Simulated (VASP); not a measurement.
# AlNi3 (Fm-3m) in VASP: notebook, part 2 of 2

VASP 6.6.1. The steps go on from the part before.

**4. Single point, PBEsol**

INCAR reads:

```
SYSTEM = AlNi3
ALGO     = Normal         ! electronic algorithm
EDIFF    = 1E-6           ! SCF threshold, eV
ENCUT    = 520            ! plane-wave cutoff, eV
GGA      = PS             ! functional
ISIF     = 2              ! what is computed and relaxed
ISMEAR   = 0              ! smearing method
LASPH    = .TRUE.         ! aspherical terms in the spheres
LCHARG   = .FALSE.        ! write CHGCAR
LREAL    = .FALSE.        ! projectors in reciprocal space
LWAVE    = .FALSE.        ! write WAVECAR
NBANDS   = 24             ! bands
NELM     = 100            ! most SCF steps
PREC     = Accurate       ! precision mode
SIGMA    = 0.01           ! smearing width, eV
```

KPOINTS reads:

```
k-points
0
G
  7 7 7
  0 0 0
```

POSCAR reads:

```
AlNi3
1.0
    0.0000000000      2.8018887551      2.8018887551
    2.8018887551      0.0000000000      2.8018887551
    2.8018887551      2.8018887551      0.0000000000
Al Ni
1 3
Direct
    0.5000000000      0.5000000000      0.5000000000
    0.2500000000      0.2500000000      0.2500000000
    0.0000000000      0.0000000000      0.0000000000
    0.7500000000      0.7500000000      0.7500000000
```

Potentials or basis: VASP PAW PBE potentials, release 64 (Al, Ni).

Started as:

```console
$ cat potpaw_PBE.64/Al/POTCAR potpaw_PBE.64/Ni/POTCAR > POTCAR
$ mpirun -np 1 vasp_std > vasp.out
```

OUTCAR:

```text
SYSTEM = AlNi3
   EDIFF = 1E-6
   ENCUT = 520
   GGA = PS
   ISIF = 2
   ISMEAR = 0
   LASPH = .TRUE.
   LREAL = .FALSE.
   NELM = 100
   PREC = Accurate

 ion  position               nearest neighbor table
   1  0.500  0.500  0.500-   2 2.43   4 2.43   2 2.43   2 2.43   4 2.43   2 2.43   4 2.43   4 2.43
                             3 2.80   3 2.80   3 2.80   3 2.80   3 2.80   3 2.80
   2  0.250  0.250  0.250-   3 2.43   1 2.43   3 2.43   1 2.43   3 2.43   3 2.43   1 2.43   1 2.43
                             4 2.80   4 2.80   4 2.80   4 2.80   4 2.80   4 2.80
   3  0.000  0.000  0.000-   4 2.43   2 2.43   4 2.43   2 2.43   4 2.43   4 2.43   2 2.43   2 2.43
                             1 2.80   1 2.80   1 2.80   1 2.80   1 2.80   1 2.80
   4  0.750  0.750  0.750-   1 2.43   3 2.43   1 2.43   1 2.43   3 2.43   1 2.43   3 2.43   3 2.43
                             2 2.80   2 2.80   2 2.80   2 2.80   2 2.80   2 2.80

  LATTYP: Found a face centered cubic cell.
 ALAT       =     5.6037775102

  Lattice vectors:

 A1 = (   0.0000000000,   2.8018887551,   2.8018887551)
 A2 = (   2.8018887551,   0.0000000000,   2.8018887551)
 A3 = (   2.8018887551,   2.8018887551,   0.0000000000)

Analysis of symmetry for initial positions (statically):
=====================================================================
 Subroutine PRICEL returns:
 Original cell was already a primitive cell.

 Routine SETGRP: Setting up the symmetry group for a
 face centered cubic supercell.

 Subroutine GETGRP returns: Found 48 space group operations
 (whereof 48 operations were pure point group operations)
 out of a pool of 48 trial point group operations.

The static configuration has the point symmetry O_h .

Analysis of symmetry for dynamics (positions and initial velocities):
=====================================================================
 Subroutine PRICEL returns:
 Original cell was already a primitive cell.

 Routine SETGRP: Setting up the symmetry group for a
 face centered cubic supercell.

 Subroutine GETGRP returns: Found 48 space group operations
 (whereof 48 operations were pure point group operations)
 out of a pool of 48 trial point group operations.

The dynamic configuration has the point symmetry O_h .

 Subroutine INISYM returns: Found 48 space group operations
 (whereof 48 operations are pure point group operations),
 and found     1 'primitive' translations

----------------------------------------------------------------------------------------

                                     Primitive cell

  volume of cell :      43.9929

  direct lattice vectors                    reciprocal lattice vectors
     0.000000000  2.801888755  2.801888755    -0.178451053  0.178451053  0.178451053
     2.801888755  0.000000000  2.801888755     0.178451053 -0.178451053  0.178451053
     2.801888755  2.801888755  0.000000000     0.178451053  0.178451053 -0.178451053

  length of vectors
     3.962469078  3.962469078  3.962469078     0.309086291  0.309086291  0.309086291

  position of ions in fractional coordinates (direct lattice)
     0.500000000  0.500000000  0.500000000
     0.250000000  0.250000000  0.250000000
     0.000000000  0.000000000  0.000000000
     0.750000000  0.750000000  0.750000000

[... 30 lines left out ...]

 Found     20 irreducible k-points:

 Following reciprocal coordinates:
            Coordinates               Weight
  0.000000  0.000000  0.000000      1.000000
  0.142857  0.000000  0.000000      8.000000
  0.285714  0.000000  0.000000      8.000000
  0.428571  0.000000  0.000000      8.000000
  0.142857  0.142857  0.000000      6.000000
  0.285714  0.142857  0.000000     24.000000
[... 12 lines left out ...]
 -0.428571  0.428571  0.142857     24.000000
 -0.285714  0.428571  0.142857     24.000000
   k-points           NKPTS =     20   k-points in BZ     NKDIM =     20   number of bands    NBANDS=     24
   number of dos      NEDOS =    301   number of ions     NIONS =      4
   total plane-waves  NPLWV =  27000
   dimension x,y,z NGX =    30 NGY =   30 NGZ =   30
   dimension x,y,z NGXF=    60 NGYF=   60 NGZF=   60
   ions per type =               1   3
   NGX,Y,Z   is equivalent  to a cutoff of  12.59, 12.59, 12.59 a.u.
   NGXF,Y,Z  is equivalent  to a cutoff of  25.17, 25.17, 25.17 a.u.
 SYSTEM =  AlNi3
   PREC   = accura    normal or accurate (medium, high low for compatibility)
   ISTART =      0    job   : 0-new  1-cont  2-samecut
   ICHARG =      2    charge: 1-file 2-atom 10-const
   ISPIN  =      1    spin polarized calculation?
   LNONCOLLINEAR =      F non collinear calculations
   LSORBIT =      F    spin-orbit coupling
   LASPH  =      T    aspherical Exc in radial PAW
   ENCUT  =  520.0 eV  38.22 Ry    6.18 a.u.   7.37  7.37  7.37*2*pi/ulx,y,z
   NELM   =    100;   NELMIN=  2; NELMDL= -5     # of ELM steps
   EDIFF  = 0.1E-05   stopping-criterion for ELM
   LREAL  =      F    real-space projection
   EDIFFG = 0.1E-04   stopping-criterion for IOM
   NSW    =      0    number of steps for IOM
   IBRION =     -1    ionic relax: 0-MD 1-quasi-New 2-CG
   NFREE  =      0    steps in history (QN), initial steepest desc. (CG)
   ISIF   =      2    stress and relaxation
   ISYM   =      2    0-nonsym 1-usesym 2-fastsym
   POTIM  = 0.5000    time-step for ionic-motion
   TEBEG  =    0.0;   TEEND  =   0.0 temperature during run
   PSTRESS=    0.0 pullay stress
   NELECT =      33.0000    total number of electrons
   NUPDOWN=      -1.0000    fix difference up-down
   EMIN   =  10.00;   EMAX   =-10.00  energy-range for DOS
   EFERMI =   0.00;   METHOD = LEGACY
   ISMEAR =     0;   SIGMA  =   0.01  broadening in eV -4-tet -1-fermi 0-gaus
   EFERMI_NEDOS =   21; number of points for ismear=-14 and -15
   IALGO  =     38    algorithm
   IMIX   =      4    mixing-type and parameters
     AMIX     =   0.40;   BMIX     =  1.00
     AMIX_MAG =   1.60;   BMIX_MAG =  1.00
  volume/ion in A,a.u.               =      11.00        74.22
  Fermi-wavevector in a.u.,A,eV,Ry     =   1.487483  2.810935 30.104316  2.212605
  Thomas-Fermi vector in A             =   2.600638
   LORBIT       =      0    0 simple, 1 ext, 2 COOP (PROOUT), +10 PAW based schemes
   GGA     = PS    functional components
   LHFCALC =     F    Hartree Fock is set to
   AEXX    =    0.0000 exact exchange contribution
   IVDW    =     0    specifies the selected vdW correction
   LEPSILON=     F    determine dielectric tensor
   LRPA    =     F    only Hartree local field effects (RPA)
 non-spin polarized calculation
 Gauss-broadening in eV      SIGMA  =   0.01
  energy-cutoff  :      520.00
  volume of cell :       43.99
 maximum number of plane-waves:      1243
 NGX is ok and might be reduce to    30
   NGX = 15   NGY = 15   NGZ = 15

 number of electron      33.0000016 magnetization

 Free energy of the ion-electron system (eV)
  ---------------------------------------------------
  ext. energy  EPLUGINS =         0.00000000
  ---------------------------------------------------
  free energy    TOTEN  =       -24.06173423 eV

  energy without entropy =      -24.06152507  energy(sigma->0) =      -24.06162965

 E-fermi :   9.7721     XC(G=0): -12.9636

 val. band max:        9.7717692988   @ k =   0.4286   0.0000   0.0000
 cond. band min:       9.7883081608   @ k =  -0.4286   0.4286   0.0000
 fundamental gap:      0.0165388619
 Fermi energy:         9.7721195524

 k-point     1 :       0.0000    0.0000    0.0000
  band No.  band energies     occupation
      1      -0.4037      2.00000
      2       6.1884      2.00000
      3       6.1884      2.00000
      4       6.3132      2.00000
      5       6.3132      2.00000
      6       6.3132      2.00000
[... 529 lines left out ...]
     23      18.3350      0.00000
     24      21.9177      0.00000

------------------------ aborting loop because EDIFF is reached ----------------------------------------

  FORCE on cell =-STRESS in cart. coord.  units (eV):
  Direction    XX          YY          ZZ          XY          YZ          ZX
  --------------------------------------------------------------------------------------
  -------------------------------------------------------------------------------------
  Total       -0.1778178     -0.1778178     -0.1778178      0.0000000      0.0000000     -0.0000000
  in kB       -6.4759433     -6.4759433     -6.4759433      0.0000000      0.0000000     -0.0000000
  external PRESSURE =      -6.4759433 kB  Pullay stress =       0.0000000 kB

 VOLUME and BASIS-vectors are now :
 -----------------------------------------------------------------------------
  energy-cutoff  :      520.00
  volume of cell :       43.99
      direct lattice vectors                 reciprocal lattice vectors
     0.000000000  2.801888755  2.801888755    -0.178451053  0.178451053  0.178451053
     2.801888755  0.000000000  2.801888755     0.178451053 -0.178451053  0.178451053
     2.801888755  2.801888755  0.000000000     0.178451053  0.178451053 -0.178451053

 POSITION                                       TOTAL-FORCE (eV/Angst)
 -----------------------------------------------------------------------------------
      2.80189      2.80189      2.80189        -0.000000      0.000000     -0.000000
      1.40094      1.40094      1.40094        -0.000000     -0.000000     -0.000000
      0.00000      0.00000      0.00000        -0.000000     -0.000000     -0.000000
      4.20283      4.20283      4.20283         0.000000      0.000000      0.000000
 -----------------------------------------------------------------------------------
    total drift:                                0.000000     -0.000000      0.000000

  FREE ENERGIE OF THE ION-ELECTRON SYSTEM (eV)
  ---------------------------------------------------
  free  energy   TOTEN  =       -24.0617342329 eV

  energy  without entropy=      -24.0615250662  energy(sigma->0) =      -24.06162965
```

Wall time 45 s (1 thread of Intel Xeon 8259CL, shared host); peak memory 0.17 GiB.

What came out:

```
Free energy            : -24.0617 eV
Pressure               : -0.6 GPa
Band gap on the k mesh : zero (an odd number of electrons rules out a gap without spin polarisation)
```

Caveat: the PAW data sets were made with another functional, which shifts forces and pressure a little. Spin polarisation is off, so any magnetic state and its effect on volume and gap are missing.

**5. Single point, PBEsol**

INCAR reads:

```
SYSTEM = AlNi3
PREC = Accurate ; ENCUT = 520
EDIFF = 1E-6 ; ISMEAR = 0
SIGMA = 0.05 ; LREAL = .False.
LASPH = .True. ; NELM = 60
ALGO = Normal ; ISIF = 2
LWAVE = .False. ; LCHARG = .False.
GGA = PS ; NBANDS = 24
```

KPOINTS reads:

```
Automatic mesh
0
Gamma
  7 7 7
  0 0 0
```

POSCAR is that of step 4.

Started as:

```console
$ cat potpaw_PBE.64/Al/POTCAR potpaw_PBE.64/Ni/POTCAR > POTCAR
$ mpirun -np 1 vasp_std > vasp.out
```

It took 50 s on 1 thread of Intel Xeon 8259CL, shared host; peak memory 0.17 GiB.

The run converged. Its results:

* Free energy: -24.0637 eV
* Pressure: -0.6 GPa
* Band gap on the k mesh: zero (an odd number of electrons rules out a gap without spin polarisation)

Levels at points of the mesh, in eV from the Fermi level:
```
           k point  band 13  band 14  band 15  band 16  band 17  band 18  band 19  band 20
(0.00, 0.00, 0.00)    -0.54    -0.54    -0.49    -0.49     5.47     5.47     5.47     5.95
```

Caveat: the PAW data sets were made with another functional, which shifts forces and pressure a little. Spin polarisation is off, so any magnetic state and its effect on volume and gap are missing.

**6. Overview**

```tsv
k mesh	smearing	gap on the mesh (eV)	pressure (GPa)
4 × 4 × 4	gaussian 0.1 eV	none	-0.6
6 × 6 × 6	gaussian 0.1 eV	none	-0.7
7 × 7 × 7	gaussian 0.01 eV	none	-0.6
7 × 7 × 7	gaussian 0.05 eV	none	-0.6
```

Alike in all rows: task single point; level PBEsol; potentials or basis VASP PAW PBE potentials, release 64 (Al, Ni); no spin polarisation; cell as given; cutoff (eV) 520.

Caveats: some runs use coarse meshes; the PAW data sets were made with another functional, which shifts forces and pressure a little.

Total energies depend on the potentials used, so only differences within one code and one set of settings carry meaning.
